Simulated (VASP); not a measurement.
# BN (P6_3mc) in VASP: settings compared

Aim: see how the results for BN move with the level of theory and the settings. Levels: RPBE, revPBE, BLYP, BLYP+D3(BJ). Tasks: single point, relaxation of cell and atoms.

Everything below comes from runs of VASP 6.6.1. Logs are shortened: lines on timing, memory, paths and dates and some standing lists are left out, and cuts for length are marked.

## 1. The cell of the first run

The structure is hexagonal, space group P6_3mc (No. 186). The conventional cell has a = 2.554 Å, b = 2.554 Å, c = 4.227 Å, α = 90.00°, β = 90.00°, γ = 120.00°. N (site symmetry 3m) has 4 B at 1.57 to 1.58 Å within 2.1 Å. Within 2.1 Å of B (site symmetry 3m) lie 4 N at 1.57 to 1.58 Å.

## 2. Single point, RPBE

File INCAR:

```
PREC     = Accurate       # precision mode
ENCUT    = 520            # plane-wave cutoff, eV
EDIFF    = 1E-6           # SCF threshold, eV
ISMEAR   = -1             # smearing method
SIGMA    = 0.05           # smearing width, eV
LREAL    = F              # projectors in reciprocal space
LASPH    = T              # aspherical terms in the spheres
NELM     = 80             # most SCF steps
ALGO     = Normal         # electronic algorithm
ISIF     = 2              # what is computed and relaxed
LWAVE    = F              # write WAVECAR
LCHARG   = F              # write CHGCAR
GGA      = RP             # functional
NBANDS   = 16             # bands
```

File KPOINTS:

```
Automatic mesh
0
Gamma
  12 12 6
```

File POSCAR:

```
BN
1.0
    2.5539396017      0.0000000000      0.0000000000
   -1.2769698009      2.2117765748      0.0000000000
    0.0000000000      0.0000000000      4.2268550000
N B
2 2
Direct
    0.3333333333      0.6666666667      0.1252760000
    0.6666666667      0.3333333333      0.6252760000
    0.3333333333      0.6666666667      0.4997240000
    0.6666666667      0.3333333333      0.9997240000
```

Potentials or basis: VASP PAW PBE potentials, release 64 (N, B).

Command:

```sh
cat potpaw_PBE.64/N/POTCAR potpaw_PBE.64/B/POTCAR > POTCAR
mpirun -np 1 vasp_std > vasp.out
```

OUTCAR:

```text
PREC = Accurate
   ENCUT = 520
   EDIFF = 1E-6
   ISMEAR = -1
   LREAL = F
   LASPH = T
   NELM = 80
   ISIF = 2
   GGA = RP

 ion  position               nearest neighbor table
   1  0.333  0.667  0.125-   4 1.57   4 1.57   4 1.57   3 1.58
   2  0.667  0.333  0.625-   3 1.57   3 1.57   3 1.57   4 1.58
   3  0.333  0.667  0.500-   2 1.57   2 1.57   2 1.57   1 1.58
   4  0.667  0.333  1.000-   1 1.57   1 1.57   1 1.57   2 1.58

  LATTYP: Found a hexagonal cell.
 ALAT       =     2.5539396017
 C/A-ratio  =     1.6550332659

  Lattice vectors:

 A1 = (   2.5539396017,   0.0000000000,   0.0000000000)
 A2 = (  -1.2769698009,   2.2117765748,   0.0000000000)
 A3 = (   0.0000000000,   0.0000000000,   4.2268550000)

Analysis of symmetry for initial positions (statically):
=====================================================================
 Subroutine PRICEL returns:
 Original cell was already a primitive cell.

 Routine SETGRP: Setting up the symmetry group for a
 hexagonal supercell.

 Subroutine GETGRP returns: Found 12 space group operations
 (whereof  6 operations were pure point group operations)
 out of a pool of 24 trial point group operations.

The static configuration has the point symmetry C_3v.
 The point group associated with its full space group is C_6v.

Analysis of symmetry for dynamics (positions and initial velocities):
=====================================================================
 Subroutine PRICEL returns:
 Original cell was already a primitive cell.

 Routine SETGRP: Setting up the symmetry group for a
 hexagonal supercell.

 Subroutine GETGRP returns: Found 12 space group operations
 (whereof  6 operations were pure point group operations)
 out of a pool of 24 trial point group operations.

The dynamic configuration has the point symmetry C_3v.
 The point group associated with its full space group is C_6v.

 Subroutine INISYM returns: Found 12 space group operations
 (whereof  6 operations are pure point group operations),
 and found     1 'primitive' translations

----------------------------------------------------------------------------------------

                                     Primitive cell

  volume of cell :      23.8764

  direct lattice vectors                    reciprocal lattice vectors
     2.553939602  0.000000000  0.000000000     0.391551938  0.226062617  0.000000000
    -1.276969801  2.211776575  0.000000000     0.000000000  0.452125233  0.000000000
     0.000000000  0.000000000  4.226855000     0.000000000  0.000000000  0.236582518

  length of vectors
     2.553939602  2.553939602  4.226855000     0.452125233  0.452125233  0.236582518

  position of ions in fractional coordinates (direct lattice)
     0.333333333  0.666666667  0.125276000
     0.666666667  0.333333333  0.625276000
     0.333333333  0.666666667  0.499724000
     0.666666667  0.333333333  0.999724000

  ion indices of the primitive-cell ions
   primitive index   ion index
                 1           1
                 2           2
                 3           3
                 4           4

----------------------------------------------------------------------------------------

 KPOINTS: Automatic mesh

Automatic generation of k-mesh.
 Grid dimensions read from file:
 generate k-points for:   12   12    6

 Generating k-lattice:

  Cartesian coordinates                     Fractional coordinates (reciprocal lattice)
     0.032629328  0.018838551  0.000000000     0.083333333  0.000000000  0.000000000
     0.000000000  0.037677103  0.000000000     0.000000000  0.083333333  0.000000000
     0.000000000  0.000000000  0.039430420     0.000000000  0.000000000  0.166666667

  Length of vectors
     0.037677103  0.037677103  0.039430420

  Shift w.r.t. Gamma in fractional coordinates (k-lattice)
     0.000000000  0.000000000  0.000000000

 Subroutine IBZKPT returns following result:
 ===========================================

 Found     76 irreducible k-points:

 Following reciprocal coordinates:
            Coordinates               Weight
  0.000000  0.000000  0.000000      1.000000
  0.083333  0.000000  0.000000      6.000000
  0.166667  0.000000  0.000000      6.000000
  0.250000  0.000000  0.000000      6.000000
  0.333333  0.000000  0.000000      6.000000
  0.416667  0.000000  0.000000      6.000000
[... 16 lines left out ...]
  0.250000  0.000000  0.166667     12.000000
  0.333333  0.000000  0.166667     12.000000
 [... further k-points ...]
   k-points           NKPTS =     76   k-points in BZ     NKDIM =     76   number of bands    NBANDS=     16
   number of dos      NEDOS =    301   number of ions     NIONS =      4
   total plane-waves  NPLWV =  12800
   dimension x,y,z NGX =    20 NGY =   20 NGZ =   32
   dimension x,y,z NGXF=    40 NGYF=   40 NGZF=   64
   ions per type =               2   2
   NGX,Y,Z   is equivalent  to a cutoff of  13.02, 13.02, 12.59 a.u.
   NGXF,Y,Z  is equivalent  to a cutoff of  26.04, 26.04, 25.17 a.u.
 SYSTEM =  unknown system
   PREC   = accura    normal or accurate (medium, high low for compatibility)
   ISTART =      0    job   : 0-new  1-cont  2-samecut
   ICHARG =      2    charge: 1-file 2-atom 10-const
   ISPIN  =      1    spin polarized calculation?
   LNONCOLLINEAR =      F non collinear calculations
   LSORBIT =      F    spin-orbit coupling
   LASPH  =      T    aspherical Exc in radial PAW
   ENCUT  =  520.0 eV  38.22 Ry    6.18 a.u.   4.75  4.75  7.86*2*pi/ulx,y,z
   NELM   =     80;   NELMIN=  2; NELMDL= -5     # of ELM steps
   EDIFF  = 0.1E-05   stopping-criterion for ELM
   LREAL  =      F    real-space projection
   EDIFFG = 0.1E-04   stopping-criterion for IOM
   NSW    =      0    number of steps for IOM
   IBRION =     -1    ionic relax: 0-MD 1-quasi-New 2-CG
   NFREE  =      0    steps in history (QN), initial steepest desc. (CG)
   ISIF   =      2    stress and relaxation
   ISYM   =      2    0-nonsym 1-usesym 2-fastsym
   POTIM  = 0.5000    time-step for ionic-motion
   TEBEG  =    0.0;   TEEND  =   0.0 temperature during run
   PSTRESS=    0.0 pullay stress
   NELECT =      16.0000    total number of electrons
   NUPDOWN=      -1.0000    fix difference up-down
   EMIN   =  10.00;   EMAX   =-10.00  energy-range for DOS
   EFERMI =   0.00;   METHOD = LEGACY
   ISMEAR =    -1;   SIGMA  =   0.05  broadening in eV -4-tet -1-fermi 0-gaus
   EFERMI_NEDOS =   21; number of points for ismear=-14 and -15
   IALGO  =     38    algorithm
   IMIX   =      4    mixing-type and parameters
     AMIX     =   0.40;   BMIX     =  1.00
     AMIX_MAG =   1.60;   BMIX_MAG =  1.00
  volume/ion in A,a.u.               =       5.97        40.28
  Fermi-wavevector in a.u.,A,eV,Ry     =   1.432600  2.707222 27.923836  2.052344
  Thomas-Fermi vector in A             =   2.552210
   LORBIT       =      0    0 simple, 1 ext, 2 COOP (PROOUT), +10 PAW based schemes
   GGA     = RP    functional components
   LHFCALC =     F    Hartree Fock is set to
   AEXX    =    0.0000 exact exchange contribution
   IVDW    =     0    specifies the selected vdW correction
   LEPSILON=     F    determine dielectric tensor
   LRPA    =     F    only Hartree local field effects (RPA)
 non-spin polarized calculation
  energy-cutoff  :      520.00
  volume of cell :       23.88
 maximum number of plane-waves:       660
 NGX is ok and might be reduce to    20
   NGX =  9   NGY =  9   NGZ = 15

 number of electron      16.0000000 magnetization

 Free energy of the ion-electron system (eV)
  ---------------------------------------------------
  ext. energy  EPLUGINS =         0.00000000
  ---------------------------------------------------
  free energy    TOTEN  =       -33.17918893 eV

  energy without entropy =      -33.17918893  energy(sigma->0) =      -33.17918893

 E-fermi :   8.4898     XC(G=0): -12.6650

 val. band max:        7.5476874197   @ k =   0.0000   0.0000   0.0000
 cond. band min:      12.8176616076   @ k =   0.3333   0.3333   0.0000
 fundamental gap:      5.2699741880
 Fermi energy:         8.4897757774

 k-point     1 :       0.0000    0.0000    0.0000
  band No.  band energies     occupation
      1     -12.8095      2.00000
      2      -8.7250      2.00000
      3      -3.2862      2.00000
      4       5.4493      2.00000
      5       5.4493      2.00000
      6       7.2738      2.00000
[... 8 lines left out ...]
     15      19.4274      0.00000
     16      23.7400      0.00000

 k-point     2 :       0.0833    0.0000    0.0000
  band No.  band energies     occupation
      1     -12.6596      2.00000
      2      -8.6104      2.00000
      3      -3.1373      2.00000
      4       4.7570      2.00000
      5       5.1697      2.00000
      6       6.9701      2.00000
[... 8 lines left out ...]
     15      19.8657      0.00000
     16      23.5144      0.00000

 k-point     3 :       0.1667    0.0000    0.0000
  band No.  band energies     occupation
      1     -12.2148      2.00000
      2      -8.2825      2.00000
      3      -2.6964      2.00000
      4       3.0969      2.00000
      5       4.5130      2.00000
      6       5.5550      2.00000
[... 8 lines left out ...]
     15      21.0070      0.00000
     16      22.8637      0.00000

 k-point     4 :       0.2500    0.0000    0.0000
  band No.  band energies     occupation
      1     -11.4929      2.00000
      2      -7.8038      2.00000
      3      -1.9846      2.00000
      4       1.1361      2.00000
      5       3.7773      2.00000
      6       3.7901      2.00000
[... 8 lines left out ...]
     15      22.4843      0.00000
     16      22.9194      0.00000
[... 324 lines left out ...]
 k-point    22 :       0.1667    0.0000    0.1667
  band No.  band energies     occupation
      1     -12.0534      2.00000
      2      -8.7951      2.00000
      3      -1.9214      2.00000
      4       3.2410      2.00000
      5       4.6431      2.00000
      6       5.1142      2.00000
[... 8 lines left out ...]
     15      20.6944      0.00000
     16      22.8207      0.00000

 k-point    23 :       0.2500    0.0000    0.1667
  band No.  band energies     occupation
      1     -11.3366      2.00000
      2      -8.2587      2.00000
      3      -1.3556      2.00000
      4       1.3550      2.00000
      5       3.3591      2.00000
      6       3.9147      2.00000
[... 8 lines left out ...]
     15      22.1506      0.00000
     16      22.9841      0.00000

 k-point    24 :       0.3333    0.0000    0.1667
  band No.  band energies     occupation
      1     -10.3905      2.00000
      2      -7.6848      2.00000
      3      -1.2108      2.00000
      4       0.2281      2.00000
      5       1.5905      2.00000
      6       3.2998      2.00000
[... 8 lines left out ...]
     15      23.5314      0.00000
     16      23.7724      0.00000

 [... further k-points ...]
[... 5 lines left out ...]
  --------------------------------------------------------------------------------------
  -------------------------------------------------------------------------------------
  Total        0.9342540      0.9342540      0.7884205     -0.0000000     -0.0000000      0.0000000
  in kB       62.6911610     62.6911610     52.9053118     -0.0000000     -0.0000000      0.0000000
  external PRESSURE =      59.4292113 kB  Pullay stress =       0.0000000 kB

 VOLUME and BASIS-vectors are now :
 -----------------------------------------------------------------------------
  energy-cutoff  :      520.00
  volume of cell :       23.88
      direct lattice vectors                 reciprocal lattice vectors
     2.553939602  0.000000000  0.000000000     0.391551938  0.226062617  0.000000000
    -1.276969801  2.211776575  0.000000000     0.000000000  0.452125233  0.000000000
     0.000000000  0.000000000  4.226855000     0.000000000  0.000000000  0.236582518

 POSITION                                       TOTAL-FORCE (eV/Angst)
 -----------------------------------------------------------------------------------
     -0.00000      1.47452      0.52952         0.000000      0.000000     -0.010573
      1.27697      0.73726      2.64295        -0.000000      0.000000     -0.010573
     -0.00000      1.47452      2.11226        -0.000000      0.000000      0.010573
      1.27697      0.73726      4.22569         0.000000      0.000000      0.010573
 -----------------------------------------------------------------------------------
    total drift:                               -0.000000      0.000000      0.000201

  FREE ENERGIE OF THE ION-ELECTRON SYSTEM (eV)
  ---------------------------------------------------
  free  energy   TOTEN  =       -33.1791889275 eV

  energy  without entropy=      -33.1791889275  energy(sigma->0) =      -33.17918893
```

Run time: 52 s. Hardware: 1 thread of AMD EPYC 7R13, shared host; peak memory 0.11 GiB.

What came out:

| Item | Value |
| --- | --- |
| Free energy | -33.1792 eV |
| Pressure | 5.9 GPa |
| Largest force | 0.011 eV/Å |
| Band gap on the k mesh | 5.27 eV, indirect (least direct gap 8.29 eV) |

Forces in eV/Å, atoms in the order of the input:
```
N    0.000  0.000 -0.011
N    0.000  0.000 -0.011
B    0.000  0.000  0.011
B    0.000  0.000  0.011
```

Levels at points of the mesh, in eV from the valence-band top:
```csv
k point,band 5,band 6,band 7,band 8,band 9,band 10,band 11,band 12
"(0.00, 0.00, 0.00)",-2.10,-0.27,0.00,0.00,8.39,8.39,8.58,9.40
"(0.50, 0.00, 0.00)",-6.87,-4.93,-4.36,-2.09,6.71,7.98,10.60,11.41
"(0.00, 0.00, 0.50)",-1.16,-1.16,-1.16,-1.16,9.43,9.43,9.93,9.93
"(0.50, 0.00, 0.50)",-3.73,-3.73,-3.55,-3.55,6.59,6.59,9.99,9.99
```

Caveat: the PAW data sets were made with another functional, which shifts forces and pressure a little.

(Part 1 of 3 ends here.)
